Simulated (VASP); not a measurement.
Here is a VASP 6.6.1 calculation.

File INCAR:

```
SYSTEM = Sc
  ALGO = Fast
  EDIFF = 1E-7
  ENCUT = 520
  GGA = PS
  ISIF = 2
  ISMEAR = 0
  LASPH = .TRUE.
  LCHARG = .FALSE.
  LREAL = .FALSE.
  LWAVE = .FALSE.
  NBANDS = 18
  NELM = 100
  PREC = Accurate
  SIGMA = 0.15
```

File KPOINTS:

```
k-points
0
G
  18 18 10
  0 0 0
```

Contents of POSCAR:

```
Sc
1.0
    3.4080618342      0.0000000000      0.0000000000
   -1.7040309171      2.7795379440      0.0000000000
    0.0000000000      0.0000000000      5.2680000000
Sc
2
Direct
    0.3333333333      0.6666666667      0.2500000000
    0.6666666667      0.3333333333      0.7500000000
```

Potentials or basis: VASP PAW PBE potentials, release 64 (Sc_sv).

Command:

```sh
$ cat potpaw_PBE.64/Sc_sv/POTCAR > POTCAR
$ mpirun -np 1 vasp_std > vasp.out
```

(1) Estimate the band gap on the k mesh.

(2) Predict the largest force.

(3) Predict the pressure.

Results:

(1) zero (band 11 reaches 4.38 eV, above the bottom of band 12 at 3.05 eV).

(2) 0.087 eV/Å.

(3) -2.7 GPa.

Caveat: the cell differs from its parent crystal (strain +0.0300 x Voigt [1, -1, 0, 0, 0, 0]); the PAW data sets were made with another functional, which shifts forces and pressure a little.
